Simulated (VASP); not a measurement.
# Bi (C2/m) in VASP: a series of runs, part 2 of 3

VASP 6.6.1. Earlier steps stand in the parts before.

## 3. Single point, LDA

This run uses another cell than the first one, of 32.66 Å³/atom, 1.021 times its volume.

File INCAR:

```
  ALGO = Fast
  EDIFF = 1E-7
  ENCUT = 520
  ISIF = 2
  ISMEAR = -1
  LASPH = T
  LCHARG = T
  LELF = T
  LREAL = F
  LVHAR = T
  LWAVE = F
  NBANDS = 22
  NELM = 100
  PREC = Accurate
  SIGMA = 0.05
```

File KPOINTS:

```
k-points
0
Gamma
  6 6 9
```

File POSCAR:

```
Bi
1.0
    3.4414490040     -3.0902406750      0.0000000000
    3.4414490040      3.0902406750      0.0000000000
   -1.2432027094      0.0000000000      3.0714698416
Bi
2
Direct
    0.7530610000      0.7530610000      0.8573820000
    0.2469390000      0.2469390000      0.1426180000
```

Potentials or basis: VASP PAW LDA potentials, release 64 (Bi_d).

Run with:

```bash
cat potpaw_LDA.64/Bi_d/POTCAR > POTCAR
mpirun -np 1 vasp_std > vasp.out
```

OUTCAR:

```text
EDIFF = 1E-7
   ENCUT = 520
   ISIF = 2
   ISMEAR = -1
   LASPH = T
   LREAL = F
   NELM = 100
   PREC = Accurate

 ion  position               nearest neighbor table
   1  0.753  0.753  0.857-   2 3.17   2 3.24   2 3.24   2 3.40   2 3.88   2 3.88
   2  0.247  0.247  0.143-   1 3.17   1 3.24   1 3.24   1 3.40   1 3.88   1 3.88

  LATTYP: Found a base centered monoclinic cell.
 ALAT       =     6.8828980080
 B/A-ratio  =     0.8979475423
 C/A-ratio  =     0.4814149259
 COS(beta)  =    -0.3751898342

  Lattice vectors:

 A1 = (   3.4414490040,  -3.0902406750,   0.0000000000)
 A2 = (   3.4414490040,   3.0902406750,   0.0000000000)
 A3 = (  -1.2432027094,   0.0000000000,   3.0714698416)

Analysis of symmetry for initial positions (statically):
=====================================================================
 Subroutine PRICEL returns:
 Original cell was already a primitive cell.

 Routine SETGRP: Setting up the symmetry group for a
 base centered monoclinic supercell.

 Subroutine GETGRP returns: Found  4 space group operations
 (whereof  4 operations were pure point group operations)
[... 156 lines left out ...]

 Free energy of the ion-electron system (eV)
  ---------------------------------------------------
  ext. energy  EPLUGINS =         0.00000000
  ---------------------------------------------------
  free energy    TOTEN  =        -9.06656291 eV

  energy without entropy =       -9.05865467  energy(sigma->0) =       -9.06260879

 E-fermi :   7.0102     XC(G=0): -10.2215

 val. band max:        6.9815649811   @ k =  -0.1667  -0.3333   0.2222
 cond. band min:       7.0172882093   @ k =   0.1667   0.1667  -0.0000
 fundamental gap:      0.0357232282
 Fermi energy:         7.0102050683

 k-point     1 :       0.0000    0.0000    0.0000
  band No.  band energies     occupation
      1     -15.9569      2.00000
      2     -15.9197      2.00000
      3     -15.8712      2.00000
      4     -15.8437      2.00000
      5     -15.7452      2.00000
      6     -15.7189      2.00000
[... 589 lines left out ...]
     21      16.2920      0.00000
     22      16.4629      0.00000

 [... further k-points ...]
[... 5 lines left out ...]
  --------------------------------------------------------------------------------------
  -------------------------------------------------------------------------------------
  Total       -0.6745082     -1.0006158     -0.4506485      0.0000000      0.0000000     -0.0701080
  in kB      -16.5419962    -24.5396315    -11.0519418      0.0000000      0.0000000     -1.7193667
  external PRESSURE =     -17.3778565 kB  Pullay stress =       0.0000000 kB

 VOLUME and BASIS-vectors are now :
 -----------------------------------------------------------------------------
  energy-cutoff  :      520.00
  volume of cell :       65.33
      direct lattice vectors                 reciprocal lattice vectors
     3.441449004 -3.090240675  0.000000000     0.145287639 -0.161799695  0.058806368
     3.441449004  3.090240675  0.000000000     0.145287639  0.161799695  0.058806368
    -1.243202709  0.000000000  3.071469842     0.000000000  0.000000000  0.325577021

 POSITION                                       TOTAL-FORCE (eV/Angst)
 -----------------------------------------------------------------------------------
      4.11734      0.00000      2.63342         0.023787      0.000000      0.015353
      1.52235      0.00000      0.43805        -0.023787      0.000000     -0.015353
 -----------------------------------------------------------------------------------
    total drift:                               -0.000000      0.000000      0.000000

  FREE ENERGIE OF THE ION-ELECTRON SYSTEM (eV)
  ---------------------------------------------------
  free  energy   TOTEN  =        -9.0665629132 eV

  energy  without entropy=       -9.0586546695  energy(sigma->0) =       -9.06260879
```

OSZICAR:

```text
N       E                     dE             d eps       ncg     rms          rms(c)
DAV:   1     0.304421685075E+03    0.30442E+03   -0.16214E+04  4268   0.167E+03
DAV:   2     0.165091259124E+02   -0.28791E+03   -0.28077E+03  4334   0.441E+02
DAV:   3    -0.820361729310E+01   -0.24713E+02   -0.24382E+02  5230   0.142E+02
DAV:   4    -0.904510729845E+01   -0.84149E+00   -0.84102E+00  5182   0.286E+01
DAV:   5    -0.908157157231E+01   -0.36464E-01   -0.36463E-01  6204   0.535E+00    0.814E-01
RMM:   6    -0.907029514167E+01    0.11276E-01   -0.16197E-02  5022   0.137E+00    0.475E-01
RMM:   7    -0.906642891054E+01    0.38662E-02   -0.13084E-02  4918   0.108E+00    0.101E-01
RMM:   8    -0.906646469442E+01   -0.35784E-04   -0.30670E-03  5848   0.601E-01    0.168E-02
RMM:   9    -0.906655481564E+01   -0.90121E-04   -0.95758E-04  7164   0.239E-01    0.200E-02
RMM:  10    -0.906656787907E+01   -0.13063E-04   -0.12346E-04  7350   0.866E-02    0.243E-02
RMM:  11    -0.906656313149E+01    0.47476E-05   -0.19319E-05  5383   0.519E-02    0.100E-02
RMM:  12    -0.906656365372E+01   -0.52224E-06   -0.91114E-06  7058   0.219E-02    0.968E-03
RMM:  13    -0.906656374601E+01   -0.92289E-07   -0.11403E-06  5450   0.758E-03    0.995E-03
RMM:  14    -0.906656361128E+01    0.13473E-06   -0.24293E-07  3124   0.384E-03    0.945E-03
RMM:  15    -0.906656305395E+01    0.55733E-06   -0.26550E-07  2961   0.636E-03    0.703E-03
RMM:  16    -0.906656292615E+01    0.12780E-06   -0.11571E-07  2633   0.263E-03    0.637E-03
RMM:  17    -0.906656291325E+01    0.12897E-07   -0.37550E-08  2614   0.204E-03
   1 F= -.90665629E+01 E0= -.90626088E+01  d E =-.790824E-02
```

stdout:

```text
POSCAR found type information on POSCAR Bi
 POSCAR found :  1 types and       2 ions
 scaLAPACK will be used
 LDA part: xc-table for (Slater(with rela. corr.)+CA(PZ))
 , standard interpolation
 POSCAR, INCAR and KPOINTS ok, starting setup
 FFT: planning ... GRIDC
 FFT: planning ... GRID_SOFT
 FFT: planning ... GRID
 WAVECAR not read
 entering main loop
WARNING in EDDRMM: call to ZHEGV failed, returncode =   8  4     20
 num prob RMM:  14    -0.906656361128E+01    0.13473E-06   -0.24293E-07  3124   0.384E-03    0.945E-03
 num prob  num prob  num prob WARNING in EDDRMM: call to ZHEGV failed, returncode =   6  3     20
WARNING in EDDRMM: call to ZHEGV failed, returncode =   8  4     22
 num prob  num prob  num prob RMM:  16    -0.906656292615E+01    0.12780E-06   -0.11571E-07  2633   0.263E-03    0.637E-03
 num prob  num prob  num prob  num prob  num prob RMM:  17    -0.906656291325E+01    0.12897E-07   -0.37550E-08  2614   0.204E-03
```

Run time: 75 s. Hardware: 1 thread of AMD EPYC 9R45 (Zen 5), shared host; peak memory 0.2 GiB.

What came out:

| Item | Value |
| --- | --- |
| Free energy | -9.0666 eV |
| Pressure | -1.7 GPa |
| Largest force | 0.028 eV/Å |
| Band gap on the k mesh | zero (band 15 reaches 10.25 eV, above the bottom of band 16 at 5.22 eV) |

Forces in eV/Å, atoms in the order of the input:
```
Bi   0.024  0.000  0.015
Bi  -0.024  0.000 -0.015
```

Stress tensor (GPa, compression positive):
```
-1.65  0.00 -0.17
 0.00 -2.45  0.00
-0.17  0.00 -1.11
```

Levels at points of the mesh, in eV from the Fermi level:
```
           k point  band 11  band 12  band 13  band 14  band 15  band 16  band 17  band 18  band 19  band 20
(0.00, 0.00, 0.00)   -13.38    -9.16    -3.23    -2.94     2.73     3.13     3.83     4.25     4.42     7.03
(0.50, 0.00, 0.00)   -11.86   -11.64    -1.18    -0.99    -0.76    -0.74     3.49     4.68     7.85     8.50
(0.50, 0.50, 0.00)   -11.40   -11.13    -5.17    -5.15     3.22     4.00     5.39     5.77     9.19    10.14
```

Caveat: spin-orbit coupling is left out, which moves the levels of the heavy elements.

## 4. Single point, LDA

This run uses another cell than the first one, of 33.35 Å³/atom, 1.043 times its volume.

File INCAR:

```
PREC = Accurate ; ENCUT = 520
EDIFF = 1E-7 ; ISMEAR = -1
SIGMA = 0.05 ; LREAL = F
LASPH = T ; NELM = 60
ALGO = Fast ; ISIF = 2
LWAVE = F ; LCHARG = F
NBANDS = 22
```

File KPOINTS:

```
Automatic mesh
0
Gamma
  6 6 9
```

File POSCAR:

```
Bi
1.0
    3.4651838851     -3.1115533531      0.0000000000
    3.4651838851      3.1115533531      0.0000000000
   -1.2517767921      0.0000000000      3.0926530616
Bi
2
Direct
    0.7530610000      0.7530610000      0.8573820000
    0.2469390000      0.2469390000      0.1426180000
```

Run with:

```bash
cat potpaw_LDA.64/Bi_d/POTCAR > POTCAR
mpirun -np 1 vasp_std > vasp.out
```

Run time: 69 s. Hardware: 1 thread of AMD EPYC 9R45 (Zen 5), shared host; peak memory 0.2 GiB.

The run converged. Its results:

```yaml
Free_energy: -9.0483 eV
Pressure: -2.7 GPa
Largest_force: 0.057 eV/Å
Band_gap_on_the_k_mesh: zero (band 15 reaches 9.94 eV, above the bottom of band 16 at 5.02 eV)
```

Forces on the atoms (eV/Å):
```
Bi   0.047  0.000  0.032
Bi  -0.047  0.000 -0.032
```

Stress tensor (GPa, compression positive):
```
-2.64  0.00 -0.17
 0.00 -3.46  0.00
-0.17  0.00 -2.15
```

Levels at points of the mesh, in eV from the Fermi level:
```csv
k point,band 13,band 14,band 15,band 16,band 17,band 18
"(0.00, 0.00, 0.00)",-3.14,-2.85,2.78,3.09,3.77,4.16
"(0.50, 0.00, 0.00)",-1.15,-0.97,-0.74,-0.70,3.43,4.59
"(0.50, 0.50, 0.00)",-5.03,-5.01,3.17,3.93,5.26,5.62
```

Caveat: spin-orbit coupling is left out, which moves the levels of the heavy elements.

## 5. Single point, LDA

This run uses another cell than the first one, of 34.03 Å³/atom, 1.064 times its volume.

File INCAR:

```
SYSTEM = Bi
  ALGO = Fast
  EDIFF = 1E-7
  ENCUT = 520
  ISIF = 2
  ISMEAR = -1
  LASPH = .True.
  LCHARG = .True.
  LELF = .True.
  LREAL = .False.
  LVHAR = .True.
  LWAVE = .False.
  NBANDS = 22
  NELM = 100
  PREC = Accurate
  SIGMA = 0.05
```

File KPOINTS:

```
k-points
0
Gamma
  6 6 9
  0 0 0
```

File POSCAR:

```
Bi
1.0
    3.4885980000     -3.1325780000      0.0000000000
    3.4885980000      3.1325780000      0.0000000000
   -1.2602350000      0.0000000000      3.1135500000
Bi
2
Direct
    0.7530610000      0.7530610000      0.8573820000
    0.2469390000      0.2469390000      0.1426180000
```

Run with:

```bash
cat potpaw_LDA.64/Bi_d/POTCAR > POTCAR
mpirun -np 1 vasp_std > vasp.out
```

Run time: 1.8 min. Hardware: 1 thread of AMD EPYC 9R45 (Zen 5), shared host; peak memory 0.21 GiB.

Results (log left out):

```
Free energy            : -9.0220 eV
Pressure               : -3.6 GPa
Largest force          : 0.084 eV/Å
Band gap on the k mesh : zero (band 15 reaches 9.64 eV, above the bottom of band 16 at 4.82 eV)
```

Forces on the atoms (eV/Å):
```
Bi   0.069  0.000  0.049
Bi  -0.069  0.000 -0.049
```

Stress tensor (GPa, compression positive):
```
-3.48  0.00 -0.18
 0.00 -4.29  0.00
-0.18  0.00 -3.02
```

Levels at points of the mesh, in eV from the Fermi level:
```
           k point  band 13  band 14  band 15  band 16  band 17  band 18
(0.00, 0.00, 0.00)    -3.05    -2.77     2.83     3.04     3.70     4.07
(0.50, 0.00, 0.00)    -1.12    -0.96    -0.72    -0.67     3.38     4.50
(0.50, 0.50, 0.00)    -4.90    -4.88     3.12     3.87     5.13     5.48
```

Caveat: spin-orbit coupling is left out, which moves the levels of the heavy elements.

(Part 2 of 3 ends here.)
